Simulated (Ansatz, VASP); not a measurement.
Two plane-wave programs on Sb5C2

File INCAR:

```
  PREC = Accurate
  ENCUT = 600
  EDIFF = 1E-6
  ISMEAR = 0
  SIGMA = 0.1
  LREAL = F
  LASPH = T
  NELM = 100
  ALGO = Normal
  ISIF = 3
  LWAVE = F
  LCHARG = F
  GGA = PE
  IBRION = 2
  NSW = 90
  EDIFFG = -0.04
```

KPOINTS

```
Automatic mesh
0
Gamma
  4 8 4
```

POSCAR

```
Sb5C2
1.0
    4.8624398300      0.0000000000      0.0000000000
    0.0000000000      2.1751743100      0.0000000000
   -1.0791072600      0.0000000000      6.8866100000
Sb C
5 2
Direct
    0.2141710100      0.0000000000      0.5706959800
    0.7858289900      0.0000000000      0.4293040200
    0.6431190200      0.0000000000      0.7146679600
    0.3568809800      0.0000000000      0.2853320400
    0.5000000000      0.0000000000      0.0000000000
    0.0734870000      0.0000000000      0.8524150100
    0.9265130000      0.0000000000      0.1475849900
```

Input for Ansatz:

```yaml
crystal:
  lattice:
    - [4.86243983, 0.0, 0.0]
    - [0.0, 2.17517431, 0.0]
    - [-1.07910726, 0.0, 6.88661]
  atoms:
    - { symbol: Sb, position: [0.21417101, 0.0, 0.57069598] }
    - { symbol: Sb, position: [0.78582899, 0.0, 0.42930402] }
    - { symbol: Sb, position: [0.64311902, 0.0, 0.71466796] }
    - { symbol: Sb, position: [0.35688098, 0.0, 0.28533204] }
    - { symbol: Sb, position: [0.5, 0.0, 0.0] }
    - { symbol: C, position: [0.073487, 0.0, 0.85241501] }
    - { symbol: C, position: [0.926513, 0.0, 0.14758499] }
basis:
  ecutwfc: 420
kpoints:
  mp_grid: { grid: [4, 8, 4] }
hamiltonian:
  xc: pbe
scf:
  occupations: { method: gaussian, width: 0.1 }
  lower_state_search: "off"
output:
  forces: true
  stress: true
  eigenvalues: true
relax:
  adjacent_minimum: "off"
  f_tol: 0.04
  max_steps: 70
  cell: { stress_tol: 0.4 }
```

Alike in both runs: task relaxation of cell and atoms; functional PBE; k mesh 4 × 8 × 4; occupations gaussian, width 0.1 eV; no spin polarisation.

|  | VASP | Ansatz |
| --- | --- | --- |
| version | VASP 6.6.1 | Ansatz 0.2.0 |
| potentials or method | VASP PAW PBE potentials, release 64 (Sb, C), cutoff 600 eV | scalar-relativistic, plane waves, PAW |
| valence electrons in the cell | 33 | 83 |

```csv
,VASP,Ansatz,Ansatz less VASP
"gap on the k mesh at the Fermi level, each at its own relaxed structure (eV)",none,none,-
relaxed volume (Å³/atom),24.07,25.71,+1.636
relaxed length of the cell vector where the two differ most in proportion (Å),3.250,3.406,+0.1559
```

A gap of «none» marks a metal or a gap that the smearing closes. One of these differences is far larger than is usual between the two programs; its cause wasn't traced. VASP's potentials hold 33 valence electrons a cell and Ansatz's 83, so a difference there can come from the potentials and not from the codes.

The k mesh is coarse, so the values compare programs but aren't converged. Neither program's run includes spin-orbit coupling. Noted on VASP's run: the volume moved by over 15 % at a fixed basis, so the end points are rough; too few bands were computed for a metal, which touches its energy and stress.
